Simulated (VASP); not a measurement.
Input of a VASP 6.6.1 run:

The input INCAR:

```
SYSTEM = Pb
ALGO = Normal
EDIFF = 1E-6
ENCUT = 520
GGA = PS
ISIF = 2
ISMEAR = -1
LASPH = .TRUE.
LCHARG = .TRUE.
LELF = .TRUE.
LREAL = .FALSE.
LVHAR = .TRUE.
LWAVE = .FALSE.
NBANDS = 36
NELM = 80
PREC = Accurate
SIGMA = 0.1
```

Contents of KPOINTS:

```
k-points
0
G
  12 12 4
  0 0 0
```

File POSCAR:

```
Pb
1.0
    3.6257834588      0.0000000000      0.0000000000
   -1.8128917294      3.1400205839      0.0000000000
    0.0000000000      0.0000000000     11.7693327461
Pb
4
Direct
    1.0000000000      1.0000000000      0.0000000000
    1.0000000000      1.0000000000      0.5000000000
    0.3333333333      0.6666666667      0.2500000000
    0.6666666667      0.3333333333      0.7500000000
```

Potentials or basis: VASP PAW PBE potentials, release 64 (Pb_d).

The run is started by

```console
$ cat potpaw_PBE.64/Pb_d/POTCAR > POTCAR
$ mpirun -np 1 vasp_std > vasp.out
```

Q: What does it give for the band gap on the k mesh?

A: Zero (bands 28 and 29 overlap by 6.87 eV).

Q: What does it give for the pressure?

A: -4.1 GPa.

Stress tensor (GPa, compression positive):
```
-4.12  0.00  0.00
 0.00 -4.12  0.00
 0.00  0.00 -3.97
```

Caveat: the cell stands under tension; the PAW data sets were made with another functional, which shifts forces and pressure a little; spin-orbit coupling is left out, which moves the levels of the heavy elements.
